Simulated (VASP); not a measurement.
Write the native input for VASP 6.6.1 that does the following.

| Quantity | Value |
| --- | --- |
| Task | single point |
| Functional | PBE |
| Potentials or basis | VASP PAW PBE potentials, release 64 (Be, B, Cl) |
| Cutoff | 520 eV |
| k mesh | 3 × 3 × 4 |
| Occupations | gaussian, width 0.1 eV |
| Spin | no spin polarisation |
| Dipole correction | no |
| Further INCAR settings | ALGO = Normal; EDIFF = 1e-06; NBANDS = 26 |

The structure of Be3B2Cl3 lies in POSCAR:

```
Be3B2Cl3
1.0
    5.7759339200      0.0000000000      0.0000000000
   -2.8879669600      5.0021055000      0.0000000000
    0.0000000000      0.0000000000      4.7090571800
Be B Cl
3 2 3
Direct
    0.5000000000      0.0000000000      0.5000000000
    0.0000000000      0.5000000000      0.5000000000
    0.5000000000      0.5000000000      0.5000000000
    0.3333333300      0.6666666700      0.0000000000
    0.6666666700      0.3333333300      0.0000000000
    0.5000000000      0.0000000000      0.0000000000
    0.0000000000      0.5000000000      0.0000000000
    0.5000000000      0.5000000000      0.0000000000
```

These files were run (other wordings do the same):

INCAR

```
SYSTEM = Be3B2Cl3
ALGO = Normal
EDIFF = 1E-6
ENCUT = 520
GGA = PE
ISIF = 2
ISMEAR = 0
LASPH = .True.
LCHARG = .False.
LREAL = .False.
LWAVE = .False.
NBANDS = 26
NELM = 100
PREC = Accurate
SIGMA = 0.1
```

KPOINTS

```
k-points
0
Gamma
  3 3 4
  0 0 0
```

Potentials or basis: VASP PAW PBE potentials, release 64 (Be, B, Cl).

The run is started by

```bash
$ cat potpaw_PBE.64/Be/POTCAR potpaw_PBE.64/B/POTCAR potpaw_PBE.64/Cl/POTCAR > POTCAR
$ mpirun -np 1 vasp_std > vasp.out
```

It gave:

```json
{"Pressure": "19.0 GPa"}
```

Caveat: the k points lie up to 0.42 Å⁻¹ apart; an odd number of electrons without spin polarisation forces a metal; a magnetic or distorted state may lie lower.

It took 17 s on 1 thread of Intel(R) Xeon(R) 6975P-C (Granite Rapids), on a shared host, peak memory 0.26 GiB.
